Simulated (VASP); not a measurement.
A run of VASP 6.6.1 is set up as follows.

The input INCAR:

```
SYSTEM = AlGa3N2
  PREC = Accurate
  ENCUT = 600
  EDIFF = 1E-6
  ISMEAR = 0
  SIGMA = 0.1
  LREAL = .FALSE.
  LASPH = .TRUE.
  NELM = 80
  ALGO = Normal
  ISIF = 3
  LWAVE = .FALSE.
  LCHARG = .FALSE.
  GGA = PE
  IBRION = 2
  NSW = 90
  EDIFFG = -0.04
```

KPOINTS

```
Automatic mesh
0
G
  6 6 6
  0 0 0
```

Contents of POSCAR:

```
AlGa3N2
1.0
    5.7551850138      0.0000000000      0.0000000000
   -2.8775925069      4.9841364254      0.0000000000
    0.0000000000      0.0000000000      2.8358519881
Al Ga N
1 3 2
Direct
    0.0000000000      0.0000000000      0.0000000000
    0.5000000000      0.5000000000      0.5000000000
    0.5000000000      0.0000000000      0.5000000000
    0.0000000000      0.5000000000      0.5000000000
    0.6666666667      0.3333333333      0.0000000000
    0.3333333333      0.6666666667      0.0000000000
```

Potentials or basis: VASP PAW PBE potentials, release 64 (Al, Ga_d, N).

Run with:

```sh
$ cat potpaw_PBE.64/Al/POTCAR potpaw_PBE.64/Ga_d/POTCAR potpaw_PBE.64/N/POTCAR > POTCAR
$ mpirun -np 1 vasp_std > vasp.out
```

(1) What does it give for the band gap on the k mesh?

(2) Estimate the relaxed volume.

(3) What does it give for the space group after relaxing (to 0.05 Å)?

(4) What does it give for the relaxed cell?

Answers

(1) zero (band 26 reaches 7.17 eV, above the bottom of band 27 at 5.27 eV).

(2) 13.57 Å³/atom.

(3) P6/mmm (No. 191).

(4) a = 5.716 Å, b = 5.716 Å, c = 2.878 Å, α = 90.00°, β = 90.00°, γ = 120.00°.

Caveat: the k points lie up to 0.36 Å⁻¹ apart in the final cell.
